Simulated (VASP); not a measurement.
A run of VASP 6.6.1 is set up as follows.

File INCAR:

```
SYSTEM = K3Ge
ALGO = Fast
EDIFF = 1E-7
ENCUT = 520
GGA = PE
ISIF = 2
ISMEAR = -1
LASPH = .True.
LCHARG = .False.
LREAL = .False.
LWAVE = .False.
NBANDS = 28
NELM = 60
PREC = Accurate
SIGMA = 0.1
```

KPOINTS

```
k-points
0
Gamma
  9 9 9
  0 0 0
```

File POSCAR:

```
K3Ge
1.0
    0.0000000000      4.3110110000      4.3110110000
    4.3110110000      0.0000000000      4.3110110000
    4.3110110000      4.3110110000      0.0000000000
Ge K
1 3
Direct
    0.0000000000      0.0000000000      0.0000000000
    0.5000000000      0.5000000000      0.5000000000
    0.7500000000      0.7500000000      0.7500000000
    0.2500000000      0.2500000000      0.2500000000
```

Potentials or basis: VASP PAW PBE potentials, release 64 (Ge_d, K_sv).

Launch:

```sh
$ cat potpaw_PBE.64/Ge_d/POTCAR potpaw_PBE.64/K_sv/POTCAR > POTCAR
$ mpirun -np 1 vasp_std > vasp.out
```

Problem. Estimate the pressure.

Solution. 0.0 GPa.

Problem. Estimate the band gap on the k mesh.

Solution. Zero (an odd number of electrons rules out a gap without spin polarisation).
